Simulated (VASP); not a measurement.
Pt2Cl:

```
Pt Cl
1.0
     3.83658    0.00000    0.00000
    -1.91829    3.32258    0.00000
     0.00000    0.00000    4.14249
Pt Cl
2 1
Direct
  0.33333 0.66667 0.50000
  0.66667 0.33333 0.50000
  0.00000 0.00000 0.00000
```

- Program: VASP 6.6.1
- Task: relaxation of cell and atoms
- Functional: PBE
- Potentials or basis: VASP PAW PBE potentials, release 64 (Pt, Cl)
- Cutoff: 600 eV
- k mesh: 6 × 6 × 4
- Occupations: gaussian, width 0.1 eV
- Spin: collinear spin, ferromagnetic start
- Starting moments: [0.37, 0.37, 0.0] μB

At the start: pressure 51.0 GPa; volume 17.60 Å³/atom.

Problem. Where does the relaxation end?

Solution. Over 23 steps the energy falls by 1081.4 meV/atom and the volume is 17.19 Å³/atom (-2.3 %); space group P6/mmm (No. 191, to 0.05 Å); moment 0.00 μB per cell.

Step by step:
| step | energy change (eV) | largest force (eV/Å) | pressure (GPa) | volume (Å³) |
| --- | --- | --- | --- | --- |
| 1 | 0.0000 | 0.0000 | 50.95 | 52.81 |
| 2 | 0.8562 | 0.0000 | -12.10 | 105.40 |
| 3 | -2.2849 | 0.0000 | -5.44 | 70.13 |
| 4 | -2.3337 | 0.0000 | -3.11 | 68.29 |
| 5 | -2.3448 | 0.0000 | -0.99 | 66.90 |
| 6 | -2.3445 | 0.0000 | -1.49 | 67.20 |
| 7 | -2.3788 | 0.0000 | -1.34 | 65.96 |
| 8 | -2.4601 | 0.0000 | -0.51 | 62.17 |
| 9 | -2.7539 | 0.0000 | 2.98 | 54.27 |
| 10 | 2.3323 | 0.0000 | 132.87 | 37.18 |
| 11 | -2.7917 | 0.0000 | 3.56 | 53.57 |
| 12 | -2.8305 | 0.0000 | 22.11 | 45.57 |
| 13 | -2.9449 | 0.0000 | 9.08 | 49.71 |
| 14 | -2.9451 | 0.0000 | 12.65 | 48.24 |
| 15 | -2.9499 | 0.0000 | 12.79 | 48.15 |
| 16 | -2.9624 | 0.0000 | 13.33 | 47.88 |
| 17 | -2.9804 | 0.0000 | 14.51 | 47.32 |
| 18 | -2.9589 | 0.0000 | 18.84 | 46.14 |
| 19 | -2.9854 | 0.0000 | 15.35 | 47.01 |
| 20 | -3.0118 | 0.0000 | 14.35 | 47.22 |
| 21 | -3.0814 | 0.0000 | 11.56 | 47.83 |
| 22 | -3.1805 | 0.0000 | 6.83 | 49.07 |
| 23 | -3.2441 | 0.0000 | -0.24 | 51.57 |

Final structure:
```
CELL_PARAMETERS angstrom
4.73812 0.00000 0.00000
-2.36906 4.10333 0.00000
0.00000 0.00000 2.65251
ATOMIC_POSITIONS crystal
Pt 0.33333 0.66667 0.50000
Pt 0.66667 0.33333 0.50000
Cl 0.00000 0.00000 0.00000
```

Caveat: the k points lie up to 0.59 Å⁻¹ apart in the final cell.
